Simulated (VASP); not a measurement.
Input of a VASP 6.6.1 run:

The input INCAR:

```
SYSTEM = SnAs3
  PREC = Accurate
  ENCUT = 520
  EDIFF = 1E-6
  ISMEAR = 0
  SIGMA = 0.1
  LREAL = .FALSE.
  LASPH = .TRUE.
  NELM = 100
  ALGO = Normal
  ISIF = 2
  LWAVE = .FALSE.
  LCHARG = .TRUE.
  GGA = PE
  LELF = .TRUE.
  LVHAR = .TRUE.
  NBANDS = 22
```

File KPOINTS:

```
regular mesh
0
G
  4 4 4
  0 0 0
```

POSCAR

```
SnAs3
1.0
    4.4161024115      0.0000000000      0.0000000000
    0.0000000000      4.4161024115      0.0000000000
    0.0000000000      0.0000000000      4.4161024115
Sn As
1 3
Direct
    0.0000000000      0.0000000000      0.0000000000
    0.0000000000      0.5000000000      0.5000000000
    0.5000000000      0.0000000000      0.5000000000
    0.5000000000      0.5000000000      0.0000000000
```

Potentials or basis: VASP PAW PBE potentials, release 64 (Sn_d, As).

Command:

```bash
$ cat potpaw_PBE.64/Sn_d/POTCAR potpaw_PBE.64/As/POTCAR > POTCAR
$ mpirun -np 1 vasp_std > vasp.out
```

Problem. What does it give for the band gap on the k mesh?

Solution. Zero (an odd number of electrons rules out a gap without spin polarisation).

Problem. Estimate the pressure.

Solution. -0.1 GPa.

Caveat: spin-orbit coupling is left out, which moves the levels of the heavy elements.
